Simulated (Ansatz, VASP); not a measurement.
# One calculation of Pt, two programs

The input INCAR:

```
SYSTEM = Pt
PREC = Accurate ; ENCUT = 520
EDIFF = 1E-6 ; ISMEAR = -1
SIGMA = 0.1 ; LREAL = .False.
LASPH = .True. ; NELM = 60
ALGO = Normal ; ISIF = 2
LWAVE = .False. ; LCHARG = .False.
GGA = RE ; NBANDS = 22
```

Contents of KPOINTS:

```
regular mesh
0
Gamma
  9 9 13
  0 0 0
```

Contents of POSCAR:

```
Pt
1.0
    4.5529300213      0.0000000000      0.0000000000
   -2.2764650106      3.9429530601      0.0000000000
    0.0000000000      0.0000000000      2.7146426379
Pt
3
Direct
    1.0000000000      1.0000000000      0.0000000000
    0.3333333333      0.6666666667      0.5000000000
    0.6666666667      0.3333333333      0.5000000000
```

Input for Ansatz:

```yaml
crystal:
  lattice:
    - [4.5529300213, 0.0, 0.0]
    - [-2.2764650106, 3.9429530601, 0.0]
    - [0.0, 0.0, 2.7146426379]
  atoms:
    - { symbol: Pt, position: [1.0, 1.0, 0.0] }
    - { symbol: Pt, position: [0.3333333333, 0.6666666667, 0.5] }
    - { symbol: Pt, position: [0.6666666667, 0.3333333333, 0.5] }
hamiltonian:
  xc: revpbe
  pseudopotentials:
    kind: paw
    azcp:
      Pt: "pseudopotentials/Pt.paw.azcp"
basis:
  ecutwfc: 420
  fft_grid_basis: typed
kpoints:
  mp_grid: { grid: [9, 9, 13], shift: [0, 0, 0] }
magnetization:
  spin_polarized: false
scf:
  occupations: { method: fermi_dirac, width: 0.1 }
  lower_state_search: "off"
output:
  stress: true
  write_density: true
  write_potential: true
  elf: true
  volumetric_format: npy
```

Alike in both runs: task single point; functional revPBE; k mesh 9 × 9 × 13; occupations fermi-dirac, width 0.1 eV; no spin polarisation.

|  | VASP | Ansatz |
| --- | --- | --- |
| version | VASP 6.6.1 | Ansatz 0.2.0 |
| potentials or method | VASP PAW PBE potentials, release 64 (Pt), cutoff 520 eV | plane waves (420 eV) with PAW, scalar-relativistic |
| valence electrons in the cell | 30 | 54 |

Ansatz gave:

```
pressure (GPa)                                                : 0.0
traceless stress, the component that is largest in VASP (GPa) : 0.54
```

Problem. Which values does VASP return?

Solution. Pressure (GPa): -0.5; traceless stress, the component that is largest in VASP (GPa): 0.53.

VASP's potentials were made for PBE, not for revPBE. VASP's potentials hold 30 valence electrons a cell and Ansatz's 54, so a difference there can come from the potentials and not from the codes.

Neither program's run includes spin-orbit coupling.
